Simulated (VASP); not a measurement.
# Sm (Fm-3m) in VASP: single point with PBE

Aim: the single point of Sm with PBE.

All numbers are computed with VASP 6.6.1; they aren't measurements. Logs are shortened: lines on timing, memory, paths and dates and some standing lists are left out, and cuts for length are marked.

## Step 1: The cell of the first run

The structure is cubic, space group Fm-3m (No. 225). The conventional cell has a = 4.562 Å, b = 4.562 Å, c = 4.562 Å, α = 90.00°, β = 90.00°, γ = 90.00°. Within 4.2 Å of Sm (site symmetry m-3m) lie 12 Sm at 3.23 Å.

This isn't the form of Sm at room conditions, which is rhombohedral.

## Step 2: Single point, PBE

File INCAR:

```
  PREC = Accurate
  ENCUT = 520
  EDIFF = 1E-6
  ISMEAR = -1
  SIGMA = 0.06122561905347299
  LREAL = F
  LASPH = T
  NELM = 80
  ALGO = Normal
  ISIF = 2
  LWAVE = F
  LCHARG = T
  GGA = PE
  LELF = T
  LVHAR = T
  NBANDS = 14
```

File KPOINTS:

```
regular mesh
0
Gamma
  42 42 42
```

File POSCAR:

```
Sm
1.0
    0.0000000000      2.2810636773      2.2810636773
    2.2810636773      0.0000000000      2.2810636773
    2.2810636773      2.2810636773      0.0000000000
Sm
1
Direct
    0.0000000000      0.0000000000      0.0000000000
```

Potentials or basis: VASP PAW PBE potentials, release 64 (Sm).

Run with:

```sh
cat potpaw_PBE.64/Sm/POTCAR > POTCAR
mpirun -np 1 vasp_std > vasp.out
```

OUTCAR:

```text
PREC = Accurate
   ENCUT = 520
   EDIFF = 1E-6
   ISMEAR = -1
   LREAL = F
   LASPH = T
   NELM = 80
   ISIF = 2
   GGA = PE

 ion  position               nearest neighbor table
   1  0.000  0.000  0.000-

  LATTYP: Found a face centered cubic cell.
 ALAT       =     4.5621273546

  Lattice vectors:

 A1 = (   0.0000000000,   2.2810636773,   2.2810636773)
 A2 = (   2.2810636773,   0.0000000000,   2.2810636773)
 A3 = (   2.2810636773,   2.2810636773,   0.0000000000)

Analysis of symmetry for initial positions (statically):
=====================================================================
 Subroutine PRICEL returns:
 Original cell was already a primitive cell.

 Routine SETGRP: Setting up the symmetry group for a
 face centered cubic supercell.

 Subroutine GETGRP returns: Found 48 space group operations
 (whereof 48 operations were pure point group operations)
 out of a pool of 48 trial point group operations.

The static configuration has the point symmetry O_h .

Analysis of symmetry for dynamics (positions and initial velocities):
=====================================================================
 Subroutine PRICEL returns:
 Original cell was already a primitive cell.

 Routine SETGRP: Setting up the symmetry group for a
 face centered cubic supercell.

 Subroutine GETGRP returns: Found 48 space group operations
 (whereof 48 operations were pure point group operations)
 out of a pool of 48 trial point group operations.

The dynamic configuration has the point symmetry O_h .

 Subroutine INISYM returns: Found 48 space group operations
 (whereof 48 operations are pure point group operations),
 and found     1 'primitive' translations

----------------------------------------------------------------------------------------

                                     Primitive cell

  volume of cell :      23.7379

  direct lattice vectors                    reciprocal lattice vectors
     0.000000000  2.281063677  2.281063677    -0.219195985  0.219195985  0.219195985
     2.281063677  0.000000000  2.281063677     0.219195985 -0.219195985  0.219195985
     2.281063677  2.281063677  0.000000000     0.219195985  0.219195985 -0.219195985

  length of vectors
     3.225911189  3.225911189  3.225911189     0.379658583  0.379658583  0.379658583

  position of ions in fractional coordinates (direct lattice)
     0.000000000  0.000000000  0.000000000

  ion indices of the primitive-cell ions
   primitive index   ion index
                 1           1

----------------------------------------------------------------------------------------

 KPOINTS: regular mesh

Automatic generation of k-mesh.
 Grid dimensions read from file:
 generate k-points for:   42   42   42

 Generating k-lattice:

  Cartesian coordinates                     Fractional coordinates (reciprocal lattice)
    -0.005218952  0.005218952  0.005218952     0.023809524  0.000000000  0.000000000
     0.005218952 -0.005218952  0.005218952     0.000000000  0.023809524  0.000000000
     0.005218952  0.005218952 -0.005218952     0.000000000  0.000000000  0.023809524

  Length of vectors
     0.009039490  0.009039490  0.009039490

  Shift w.r.t. Gamma in fractional coordinates (k-lattice)
     0.000000000  0.000000000  0.000000000

 Subroutine IBZKPT returns following result:
 ===========================================

 Found   1903 irreducible k-points:

 Following reciprocal coordinates:
            Coordinates               Weight
  0.000000  0.000000  0.000000      1.000000
  0.023810  0.000000  0.000000      8.000000
  0.047619  0.000000  0.000000      8.000000
  0.071429  0.000000  0.000000      8.000000
  0.095238  0.000000  0.000000      8.000000
  0.119048  0.000000  0.000000      8.000000
[... 16 lines left out ...]
  0.023810  0.023810  0.000000      6.000000
  0.047619  0.023810  0.000000     24.000000
 [... further k-points ...]
   k-points           NKPTS =   1903   k-points in BZ     NKDIM =   1903   number of bands    NBANDS=     14
   number of dos      NEDOS =    301   number of ions     NIONS =      1
   total plane-waves  NPLWV =  13824
   dimension x,y,z NGX =    24 NGY =   24 NGZ =   24
   dimension x,y,z NGXF=    48 NGYF=   48 NGZF=   48
   ions per type =               1
   NGX,Y,Z   is equivalent  to a cutoff of  12.37, 12.37, 12.37 a.u.
   NGXF,Y,Z  is equivalent  to a cutoff of  24.74, 24.74, 24.74 a.u.
 SYSTEM =  unknown system
   PREC   = accura    normal or accurate (medium, high low for compatibility)
   ISTART =      0    job   : 0-new  1-cont  2-samecut
   ICHARG =      2    charge: 1-file 2-atom 10-const
   ISPIN  =      1    spin polarized calculation?
   LNONCOLLINEAR =      F non collinear calculations
   LSORBIT =      F    spin-orbit coupling
   LASPH  =      T    aspherical Exc in radial PAW
   ENCUT  =  520.0 eV  38.22 Ry    6.18 a.u.   6.00  6.00  6.00*2*pi/ulx,y,z
   NELM   =     80;   NELMIN=  2; NELMDL= -5     # of ELM steps
   EDIFF  = 0.1E-05   stopping-criterion for ELM
   LREAL  =      F    real-space projection
   EDIFFG = 0.1E-04   stopping-criterion for IOM
   NSW    =      0    number of steps for IOM
   IBRION =     -1    ionic relax: 0-MD 1-quasi-New 2-CG
   NFREE  =      0    steps in history (QN), initial steepest desc. (CG)
   ISIF   =      2    stress and relaxation
   ISYM   =      2    0-nonsym 1-usesym 2-fastsym
   POTIM  = 0.5000    time-step for ionic-motion
   TEBEG  =    0.0;   TEEND  =   0.0 temperature during run
   PSTRESS=    0.0 pullay stress
   NELECT =      16.0000    total number of electrons
   NUPDOWN=      -1.0000    fix difference up-down
   EMIN   =  10.00;   EMAX   =-10.00  energy-range for DOS
   EFERMI =   0.00;   METHOD = LEGACY
   ISMEAR =    -1;   SIGMA  =   0.06  broadening in eV -4-tet -1-fermi 0-gaus
   EFERMI_NEDOS =   21; number of points for ismear=-14 and -15
   IALGO  =     38    algorithm
   IMIX   =      4    mixing-type and parameters
     AMIX     =   0.40;   BMIX     =  1.00
     AMIX_MAG =   1.60;   BMIX_MAG =  1.00
  volume/ion in A,a.u.               =      23.74       160.19
  Fermi-wavevector in a.u.,A,eV,Ry     =   1.435382  2.712478 28.032366  2.060321
  Thomas-Fermi vector in A             =   2.554686
   LORBIT       =      0    0 simple, 1 ext, 2 COOP (PROOUT), +10 PAW based schemes
   GGA     = PE    functional components
   LHFCALC =     F    Hartree Fock is set to
   AEXX    =    0.0000 exact exchange contribution
   IVDW    =     0    specifies the selected vdW correction
   LEPSILON=     F    determine dielectric tensor
   LRPA    =     F    only Hartree local field effects (RPA)
 non-spin polarized calculation
  energy-cutoff  :      520.00
  volume of cell :       23.74
 maximum number of plane-waves:       652
   NGX = 11   NGY = 11   NGZ = 11

 number of electron      15.9999999 magnetization

 Free energy of the ion-electron system (eV)
  ---------------------------------------------------
  ext. energy  EPLUGINS =         0.00000000
  ---------------------------------------------------
  free energy    TOTEN  =        -4.72206878 eV

  energy without entropy =       -4.50051435  energy(sigma->0) =       -4.61129157

 E-fermi :   4.8407     XC(G=0): -11.6503

 val. band max:        4.8405759763   @ k =   0.3571   0.2143   0.0238
 cond. band min:       4.8407100821   @ k =   0.3571   0.2619   0.0000
 fundamental gap:      0.0001341058
 Fermi energy:         4.8406876479

 k-point     1 :       0.0000    0.0000    0.0000
  band No.  band energies     occupation
      1     -34.6702      2.00000
      2     -12.9926      2.00000
      3     -12.9926      2.00000
      4     -12.9926      2.00000
      5       1.1718      2.00000
      6       4.4058      1.99836
      7       4.7431      1.66239
      8       4.7431      1.66238
      9       4.7431      1.66231
     10       5.1923      0.00639
     11       5.1923      0.00639
     12       5.1923      0.00639
     13       7.4065      0.00000
     14       7.4065      0.00000

 k-point     2 :       0.0238    0.0000    0.0000
  band No.  band energies     occupation
      1     -34.6681      2.00000
      2     -13.0101      2.00000
      3     -12.9945      2.00000
      4     -12.9945      2.00000
      5       1.1988      2.00000
      6       4.4037      1.99841
      7       4.7417      1.66860
      8       4.7441      1.65751
      9       4.7442      1.65745
     10       5.1868      0.00699
     11       5.1868      0.00699
     12       5.1924      0.00638
     13       7.4084      0.00000
     14       7.4231      0.00000

 k-point     3 :       0.0476    0.0000    0.0000
  band No.  band energies     occupation
      1     -34.6617      2.00000
      2     -13.0616      2.00000
      3     -13.0001      2.00000
      4     -13.0001      2.00000
      5       1.2787      2.00000
      6       4.3975      1.99856
      7       4.7377      1.68646
      8       4.7473      1.64243
      9       4.7474      1.64237
     10       5.1709      0.00905
     11       5.1709      0.00905
     12       5.1926      0.00636
     13       7.3547      0.00000
     14       7.4712      0.00000
[... 324 lines left out ...]
 k-point    23 :       0.0238    0.0238    0.0000
  band No.  band energies     occupation
      1     -34.6674      2.00000
      2     -13.0098      2.00000
      3     -12.9982      2.00000
      4     -12.9982      2.00000
      5       1.2078      2.00000
      6       4.4029      1.99843
      7       4.7406      1.67371
      8       4.7448      1.65427
      9       4.7449      1.65422
     10       5.1865      0.00702
     11       5.1866      0.00702
     12       5.1892      0.00672
     13       7.3774      0.00000
     14       7.4344      0.00000

 k-point    24 :       0.0476    0.0238    0.0000
  band No.  band energies     occupation
      1     -34.6624      2.00000
      2     -13.0482      2.00000
      3     -13.0055      2.00000
      4     -13.0013      2.00000
      5       1.2702      2.00000
      6       4.3980      1.99855
      7       4.7370      1.68919
      8       4.7474      1.64234
      9       4.7477      1.64085
     10       5.1732      0.00872
     11       5.1757      0.00837
     12       5.1888      0.00676
     13       7.3410      0.00000
     14       7.4769      0.00000

 [... further k-points ...]
[... 5 lines left out ...]
  --------------------------------------------------------------------------------------
  -------------------------------------------------------------------------------------
  Total       -0.0817455     -0.0817455     -0.0817455      0.0000000      0.0000000      0.0000000
  in kB       -5.5173713     -5.5173713     -5.5173713      0.0000000      0.0000000      0.0000000
  external PRESSURE =      -5.5173713 kB  Pullay stress =       0.0000000 kB

 VOLUME and BASIS-vectors are now :
 -----------------------------------------------------------------------------
  energy-cutoff  :      520.00
  volume of cell :       23.74
      direct lattice vectors                 reciprocal lattice vectors
     0.000000000  2.281063677  2.281063677    -0.219195985  0.219195985  0.219195985
     2.281063677  0.000000000  2.281063677     0.219195985 -0.219195985  0.219195985
     2.281063677  2.281063677  0.000000000     0.219195985  0.219195985 -0.219195985

 POSITION                                       TOTAL-FORCE (eV/Angst)
 -----------------------------------------------------------------------------------
      0.00000      0.00000      0.00000        -0.000000     -0.000000     -0.000000
 -----------------------------------------------------------------------------------
    total drift:                                0.000000      0.000000      0.000000

  FREE ENERGIE OF THE ION-ELECTRON SYSTEM (eV)
  ---------------------------------------------------
  free  energy   TOTEN  =        -4.7220687838 eV

  energy  without entropy=       -4.5005143497  energy(sigma->0) =       -4.61129157
```

Wall time 9.7 min (1 thread of Intel Xeon Platinum 8488C (Sapphire Rapids), shared host); peak memory 0.86 GiB.

What came out:

```yaml
Free_energy: -4.7221 eV
Pressure: -0.6 GPa
Band_gap_on_the_k_mesh: zero (bands 8 and 9 overlap by 0.14 eV)
```

Levels at points of the mesh, in eV from the Fermi level:
| k point | band 4 | band 5 | band 6 | band 7 | band 8 | band 9 | band 10 | band 11 | band 12 | band 13 |
| --- | --- | --- | --- | --- | --- | --- | --- | --- | --- | --- |
| (0.00, 0.00, 0.00) | -17.83 | -3.67 | -0.43 | -0.10 | -0.10 | -0.10 | 0.35 | 0.35 | 0.35 | 2.57 |
| (0.50, 0.00, 0.00) | -18.15 | -1.90 | -0.42 | -0.11 | -0.11 | 0.21 | 0.29 | 0.29 | 0.37 | 2.21 |
| (0.50, 0.50, 0.00) | -18.74 | -2.53 | -1.60 | -0.08 | -0.01 | -0.01 | 0.10 | 0.23 | 0.23 | 0.33 |

Caveat: spin-orbit coupling is left out, which moves the levels of the heavy elements; semilocal functionals describe open f shells poorly, which spoils levels, moments and volumes. Spin polarisation is off, so any magnetic state and its effect on volume and gap are missing.
